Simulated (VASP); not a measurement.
# KZnF3 (Pm-3m) in VASP: a series of runs

Aim: see how the results for KZnF3 move with the level of theory and the settings. Levels: PBEsol, r2SCAN. Tasks: single point.

Everything below comes from runs of VASP 6.6.1. Logs are shortened: lines on timing, memory, paths and dates and some standing lists are left out, and cuts for length are marked.

**1. The cell of the first run**

Symmetry: Pm-3m, No. 221, cubic system. The conventional cell has a = 4.077 Å, b = 4.077 Å, c = 4.077 Å, α = 90.00°, β = 90.00°, γ = 90.00°. Zn (site symmetry m-3m) has 6 F at 2.04 Å within 2.7 Å. Within 3.8 Å of K (site symmetry m-3m) lie 12 F at 2.88 Å and 8 Zn at 3.53 Å. Within 2.7 Å of F (site symmetry 4/mmm) lie 2 Zn at 2.04 Å.

**2. Single point, PBEsol**

INCAR reads:

```
PREC     = Accurate       # precision mode
ENCUT    = 520            # plane-wave cutoff, eV
EDIFF    = 1E-6           # SCF threshold, eV
ISMEAR   = -1             # smearing method
SIGMA    = 0.05           # smearing width, eV
LREAL    = F              # projectors in reciprocal space
LASPH    = T              # aspherical terms in the spheres
NELM     = 60             # most SCF steps
ALGO     = Normal         # electronic algorithm
ISIF     = 2              # what is computed and relaxed
LWAVE    = F              # write WAVECAR
LCHARG   = F              # write CHGCAR
GGA      = PS             # functional
NBANDS   = 29             # bands
```

KPOINTS reads:

```
Automatic mesh
0
Gamma
  7 7 7
```

POSCAR reads:

```
KZnF3
1.0
    4.0768219737      0.0000000000      0.0000000000
    0.0000000000      4.0768219737      0.0000000000
    0.0000000000      0.0000000000      4.0768219737
Zn K F
1 1 3
Direct
    0.5000000000      0.5000000000      0.5000000000
    0.0000000000      0.0000000000      0.0000000000
    0.5000000000      0.0000000000      0.5000000000
    0.0000000000      0.5000000000      0.5000000000
    0.5000000000      0.5000000000      0.0000000000
```

Potentials or basis: VASP PAW PBE potentials, release 64 (Zn, K_sv, F).

Started as:

```console
cat potpaw_PBE.64/Zn/POTCAR potpaw_PBE.64/K_sv/POTCAR potpaw_PBE.64/F/POTCAR > POTCAR
mpirun -np 1 vasp_std > vasp.out
```

OUTCAR:

```text
PREC = Accurate
   ENCUT = 520
   EDIFF = 1E-6
   ISMEAR = -1
   LREAL = F
   LASPH = T
   NELM = 60
   ISIF = 2
   GGA = PS

 ion  position               nearest neighbor table
   1  0.500  0.500  0.500-   3 2.04   4 2.04   5 2.04   5 2.04   3 2.04   4 2.04
   2  0.000  0.000  0.000-
   3  0.500  0.000  0.500-   1 2.04   1 2.04
   4  0.000  0.500  0.500-   1 2.04   1 2.04
   5  0.500  0.500  0.000-   1 2.04   1 2.04

  LATTYP: Found a simple cubic cell.
 ALAT       =     4.0768219737

  Lattice vectors:

 A1 = (   4.0768219737,   0.0000000000,   0.0000000000)
 A2 = (   0.0000000000,   4.0768219737,   0.0000000000)
 A3 = (   0.0000000000,   0.0000000000,   4.0768219737)

Analysis of symmetry for initial positions (statically):
=====================================================================
 Subroutine PRICEL returns:
 Original cell was already a primitive cell.

 Routine SETGRP: Setting up the symmetry group for a
 simple cubic supercell.

 Subroutine GETGRP returns: Found 48 space group operations
 (whereof 48 operations were pure point group operations)
 out of a pool of 48 trial point group operations.

The static configuration has the point symmetry O_h .

Analysis of symmetry for dynamics (positions and initial velocities):
=====================================================================
 Subroutine PRICEL returns:
 Original cell was already a primitive cell.

 Routine SETGRP: Setting up the symmetry group for a
 simple cubic supercell.

 Subroutine GETGRP returns: Found 48 space group operations
 (whereof 48 operations were pure point group operations)
 out of a pool of 48 trial point group operations.

The dynamic configuration has the point symmetry O_h .

 Subroutine INISYM returns: Found 48 space group operations
 (whereof 48 operations are pure point group operations),
 and found     1 'primitive' translations

----------------------------------------------------------------------------------------

                                     Primitive cell

  volume of cell :      67.7587

  direct lattice vectors                    reciprocal lattice vectors
     4.076821974  0.000000000  0.000000000     0.245289102  0.000000000  0.000000000
     0.000000000  4.076821974  0.000000000     0.000000000  0.245289102  0.000000000
     0.000000000  0.000000000  4.076821974     0.000000000  0.000000000  0.245289102

  length of vectors
     4.076821974  4.076821974  4.076821974     0.245289102  0.245289102  0.245289102

  position of ions in fractional coordinates (direct lattice)
     0.500000000  0.500000000  0.500000000
     0.000000000  0.000000000  0.000000000
     0.500000000  0.000000000  0.500000000
     0.000000000  0.500000000  0.500000000
     0.500000000  0.500000000  0.000000000

  ion indices of the primitive-cell ions
   primitive index   ion index
                 1           1
                 2           2
                 3           3
                 4           4
                 5           5

----------------------------------------------------------------------------------------

 KPOINTS: Automatic mesh

Automatic generation of k-mesh.
 Grid dimensions read from file:
 generate k-points for:    7    7    7

 Generating k-lattice:

  Cartesian coordinates                     Fractional coordinates (reciprocal lattice)
     0.035041300  0.000000000  0.000000000     0.142857143  0.000000000  0.000000000
     0.000000000  0.035041300  0.000000000     0.000000000  0.142857143  0.000000000
     0.000000000  0.000000000  0.035041300     0.000000000  0.000000000  0.142857143

  Length of vectors
     0.035041300  0.035041300  0.035041300

  Shift w.r.t. Gamma in fractional coordinates (k-lattice)
     0.000000000  0.000000000  0.000000000

 Subroutine IBZKPT returns following result:
 ===========================================

 Found     20 irreducible k-points:

 Following reciprocal coordinates:
            Coordinates               Weight
  0.000000  0.000000  0.000000      1.000000
  0.142857  0.000000  0.000000      6.000000
  0.285714  0.000000  0.000000      6.000000
  0.428571  0.000000  0.000000      6.000000
  0.142857  0.142857  0.000000     12.000000
  0.285714  0.142857  0.000000     24.000000
[... 12 lines left out ...]
  0.428571  0.428571  0.285714     24.000000
  0.428571  0.428571  0.428571      8.000000
   k-points           NKPTS =     20   k-points in BZ     NKDIM =     20   number of bands    NBANDS=     29
   number of dos      NEDOS =    301   number of ions     NIONS =      5
   total plane-waves  NPLWV =  27000
   dimension x,y,z NGX =    30 NGY =   30 NGZ =   30
   dimension x,y,z NGXF=    60 NGYF=   60 NGZF=   60
   ions per type =               1   1   3
   NGX,Y,Z   is equivalent  to a cutoff of  12.23, 12.23, 12.23 a.u.
   NGXF,Y,Z  is equivalent  to a cutoff of  24.47, 24.47, 24.47 a.u.
 SYSTEM =  unknown system
   PREC   = accura    normal or accurate (medium, high low for compatibility)
   ISTART =      0    job   : 0-new  1-cont  2-samecut
   ICHARG =      2    charge: 1-file 2-atom 10-const
   ISPIN  =      1    spin polarized calculation?
   LNONCOLLINEAR =      F non collinear calculations
   LSORBIT =      F    spin-orbit coupling
   LASPH  =      T    aspherical Exc in radial PAW
   ENCUT  =  520.0 eV  38.22 Ry    6.18 a.u.   7.58  7.58  7.58*2*pi/ulx,y,z
   NELM   =     60;   NELMIN=  2; NELMDL= -5     # of ELM steps
   EDIFF  = 0.1E-05   stopping-criterion for ELM
   LREAL  =      F    real-space projection
   EDIFFG = 0.1E-04   stopping-criterion for IOM
   NSW    =      0    number of steps for IOM
   IBRION =     -1    ionic relax: 0-MD 1-quasi-New 2-CG
   NFREE  =      0    steps in history (QN), initial steepest desc. (CG)
   ISIF   =      2    stress and relaxation
   ISYM   =      2    0-nonsym 1-usesym 2-fastsym
   POTIM  = 0.5000    time-step for ionic-motion
   TEBEG  =    0.0;   TEEND  =   0.0 temperature during run
   PSTRESS=    0.0 pullay stress
   NELECT =      42.0000    total number of electrons
   NUPDOWN=      -1.0000    fix difference up-down
   EMIN   =  10.00;   EMAX   =-10.00  energy-range for DOS
   EFERMI =   0.00;   METHOD = LEGACY
   ISMEAR =    -1;   SIGMA  =   0.05  broadening in eV -4-tet -1-fermi 0-gaus
   EFERMI_NEDOS =   21; number of points for ismear=-14 and -15
   IALGO  =     38    algorithm
   IMIX   =      4    mixing-type and parameters
     AMIX     =   0.40;   BMIX     =  1.00
     AMIX_MAG =   1.60;   BMIX_MAG =  1.00
  volume/ion in A,a.u.               =      13.55        91.45
  Fermi-wavevector in a.u.,A,eV,Ry     =   1.395842  2.637758 26.509240  1.948374
  Thomas-Fermi vector in A             =   2.519254
   LORBIT       =      0    0 simple, 1 ext, 2 COOP (PROOUT), +10 PAW based schemes
   GGA     = PS    functional components
   LHFCALC =     F    Hartree Fock is set to
   AEXX    =    0.0000 exact exchange contribution
   IVDW    =     0    specifies the selected vdW correction
   LEPSILON=     F    determine dielectric tensor
   LRPA    =     F    only Hartree local field effects (RPA)
 non-spin polarized calculation
  energy-cutoff  :      520.00
  volume of cell :       67.76
 maximum number of plane-waves:      1841
   NGX = 15   NGY = 15   NGZ = 15

 number of electron      41.9999969 magnetization

 Free energy of the ion-electron system (eV)
  ---------------------------------------------------
  ext. energy  EPLUGINS =         0.00000000
  ---------------------------------------------------
  free energy    TOTEN  =       -21.34004697 eV

  energy without entropy =      -21.34004697  energy(sigma->0) =      -21.34004697

 E-fermi :   0.0398     XC(G=0): -10.0336

 val. band max:       -1.1910352237   @ k =   0.4286   0.4286   0.0000
 cond. band min:       2.5092945585   @ k =   0.0000   0.0000   0.0000
 fundamental gap:      3.7003297822
 Fermi energy:         0.0397983103

 k-point     1 :       0.0000    0.0000    0.0000
  band No.  band energies     occupation
      1     -27.9103      2.00000
      2     -22.4222      2.00000
      3     -21.8054      2.00000
      4     -21.8054      2.00000
      5     -11.4642      2.00000
      6     -11.4642      2.00000
[... 21 lines left out ...]
     28       9.9431      0.00000
     29      12.7735      0.00000

 k-point     2 :       0.1429    0.0000    0.0000
  band No.  band energies     occupation
      1     -27.9064      2.00000
      2     -22.3981      2.00000
      3     -21.8268      2.00000
      4     -21.8039      2.00000
      5     -11.4644      2.00000
      6     -11.4560      2.00000
[... 21 lines left out ...]
     28      10.0007      0.00000
     29      12.6198      0.00000

 k-point     3 :       0.2857    0.0000    0.0000
  band No.  band energies     occupation
      1     -27.8976      2.00000
      2     -22.3371      2.00000
      3     -21.8827      2.00000
      4     -21.8008      2.00000
      5     -11.4646      2.00000
      6     -11.4375      2.00000
[... 21 lines left out ...]
     28      10.1396      0.00000
     29      12.3177      0.00000

 k-point     4 :       0.4286    0.0000    0.0000
  band No.  band energies     occupation
      1     -27.8905      2.00000
      2     -22.2747      2.00000
      3     -21.9409      2.00000
      4     -21.7987      2.00000
      5     -11.4647      2.00000
      6     -11.4225      2.00000
[... 469 lines left out ...]
     28      10.7572      0.00000
     29      11.6550      0.00000

 k-point    19 :       0.4286    0.4286    0.2857
  band No.  band energies     occupation
      1     -27.8692      2.00000
      2     -22.0214      2.00000
      3     -21.9479      2.00000
      4     -21.9284      2.00000
      5     -11.5783      2.00000
      6     -11.5744      2.00000
[... 21 lines left out ...]
     28      10.9781      0.00000
     29      11.7613      0.00000

 k-point    20 :       0.4286    0.4286    0.4286
  band No.  band energies     occupation
      1     -27.8655      2.00000
      2     -21.9781      2.00000
      3     -21.9428      2.00000
      4     -21.9428      2.00000
      5     -11.6064      2.00000
      6     -11.6064      2.00000
[... 21 lines left out ...]
     28      11.0573      0.00000
     29      12.1081      0.00000

------------------------ aborting loop because EDIFF is reached ----------------------------------------

  FORCE on cell =-STRESS in cart. coord.  units (eV):
  Direction    XX          YY          ZZ          XY          YZ          ZX
  --------------------------------------------------------------------------------------
  -------------------------------------------------------------------------------------
  Total       -0.4398654     -0.4398654     -0.4398654      0.0000000      0.0000000     -0.0000000
  in kB      -10.4007614    -10.4007614    -10.4007614      0.0000000      0.0000000     -0.0000000
  external PRESSURE =     -10.4007614 kB  Pullay stress =       0.0000000 kB

 VOLUME and BASIS-vectors are now :
 -----------------------------------------------------------------------------
  energy-cutoff  :      520.00
  volume of cell :       67.76
      direct lattice vectors                 reciprocal lattice vectors
     4.076821974  0.000000000  0.000000000     0.245289102  0.000000000  0.000000000
     0.000000000  4.076821974  0.000000000     0.000000000  0.245289102  0.000000000
     0.000000000  0.000000000  4.076821974     0.000000000  0.000000000  0.245289102

 POSITION                                       TOTAL-FORCE (eV/Angst)
 -----------------------------------------------------------------------------------
      2.03841      2.03841      2.03841         0.000000      0.000000      0.000000
      0.00000      0.00000      0.00000         0.000000      0.000000      0.000000
      2.03841      0.00000      2.03841         0.000000      0.000000      0.000000
      0.00000      2.03841      2.03841         0.000000      0.000000      0.000000
      2.03841      2.03841      0.00000         0.000000      0.000000      0.000000
 -----------------------------------------------------------------------------------
    total drift:                                0.000000      0.000000     -0.000000

  FREE ENERGIE OF THE ION-ELECTRON SYSTEM (eV)
  ---------------------------------------------------
  free  energy   TOTEN  =       -21.3400469657 eV

  energy  without entropy=      -21.3400469657  energy(sigma->0) =      -21.34004697
```

It took 62 s on 1 thread of Intel Xeon 8259CL, shared host; peak memory 0.19 GiB.

Results:

```
Free energy            : -21.3400 eV
Pressure               : -1.0 GPa
Band gap on the k mesh : 3.70 eV (least direct gap 5.33 eV)
```

Levels at points of the mesh, in eV from the valence-band top:
```csv
k point,band 17,band 18,band 19,band 20,band 21,band 22,band 23,band 24,band 25,band 26
"(0.00, 0.00, 0.00)",-1.83,-1.83,-1.63,-1.63,-1.63,3.70,8.79,8.79,9.31,11.13
```

Caveat: the PAW data sets were made with another functional, which shifts forces and pressure a little; an odd mesh through Γ misses points on the zone boundary, where band edges can lie. A hybrid or GW would open this gap; PBEsol tends to underestimate it.

**3. Single point, r2SCAN**

POSCAR is that of step 2.

INCAR.step1 reads:

```
PREC = Accurate
ENCUT = 520
ISMEAR = -1
SIGMA = 0.05
LREAL = False
LASPH = True
NELM = 80
NBANDS = 29
GGA = PE
ALGO = Normal
EDIFF = 1E-4
LWAVE = True
LCHARG = False
```

INCAR.step2 reads:

```
PREC = Accurate
ENCUT = 520
EDIFF = 1E-6
ISMEAR = -1
SIGMA = 0.05
LREAL = False
LASPH = True
NELM = 80
ALGO = Normal
ISIF = 2
LWAVE = False
LCHARG = False
METAGGA = R2SCAN
LMIXTAU = True
NBANDS = 29
ISTART = 1
```

KPOINTS is that of step 2.

Potentials or basis: VASP PAW PBE potentials, release 64 (Zn, K_sv, F).

Started as:

```console
cat potpaw_PBE.64/Zn/POTCAR potpaw_PBE.64/K_sv/POTCAR potpaw_PBE.64/F/POTCAR > POTCAR
cp INCAR.step1 INCAR
mpirun -np 1 vasp_std > vasp.out
cp INCAR.step2 INCAR
mpirun -np 1 vasp_std > vasp.out
```

It took 3 min on 1 thread of Intel Xeon 8259CL, shared host; peak memory 0.19 GiB.

It converged, with:

```yaml
Free_energy: -38.3514 eV
Pressure: -1.6 GPa
Band_gap_on_the_k_mesh: 4.64 eV (least direct gap 6.39 eV)
```

Levels at points of the mesh, in eV from the valence-band top:
```csv
k point,band 18,band 19,band 20,band 21,band 22,band 23,band 24,band 25
"(0.00, 0.00, 0.00)",-1.97,-1.75,-1.75,-1.75,4.64,9.49,9.49,10.33
```

Caveat: the PAW data sets were made with another functional, which shifts forces and pressure a little; an odd mesh through Γ misses points on the zone boundary, where band edges can lie.

**4. Single point, r2SCAN**

This run uses another cell than the first one, of 13.82 Å³/atom.

Edit POSCAR of step 3 so:

```diff
@@ -2,5 +2,5 @@
 1.0
-    4.0768219737      0.0000000000      0.0000000000
-    0.0000000000      4.0768219737      0.0000000000
-    0.0000000000      0.0000000000      4.0768219737
+    4.1032955855      0.0000000000      0.0000000000
+    0.0000000000      4.1032955855      0.0000000000
+    0.0000000000      0.0000000000      4.1032955855
 Zn K F
```

INCAR.step1 is that of step 3.

INCAR.step2 is that of step 3.

KPOINTS is that of step 3.

Started as:

```console
cat potpaw_PBE.64/Zn/POTCAR potpaw_PBE.64/K_sv/POTCAR potpaw_PBE.64/F/POTCAR > POTCAR
cp INCAR.step1 INCAR
mpirun -np 1 vasp_std > vasp.out
cp INCAR.step2 INCAR
mpirun -np 1 vasp_std > vasp.out
```

Run time: 2.2 min. Hardware: 1 thread of Intel Xeon 8259CL, shared host; peak memory 0.21 GiB.

The run converged. Its results:

- Free energy: -38.3330 eV
- Pressure: -3.1 GPa
- Band gap on the k mesh: 4.58 eV (least direct gap 6.22 eV)

Levels at points of the mesh, in eV from the valence-band top:
```tsv
k point	band 17	band 18	band 19	band 20	band 21	band 22	band 23	band 24	band 25	band 26
(0.00, 0.00, 0.00)	-1.84	-1.84	-1.64	-1.64	-1.64	4.58	9.57	9.57	10.27	12.01
```

Caveat: the cell stands under tension; the PAW data sets were made with another functional, which shifts forces and pressure a little; an odd mesh through Γ misses points on the zone boundary, where band edges can lie. r2SCAN opens gaps a little over a GGA but as a rule still falls short of measured ones.

[end of part 1 of 2]
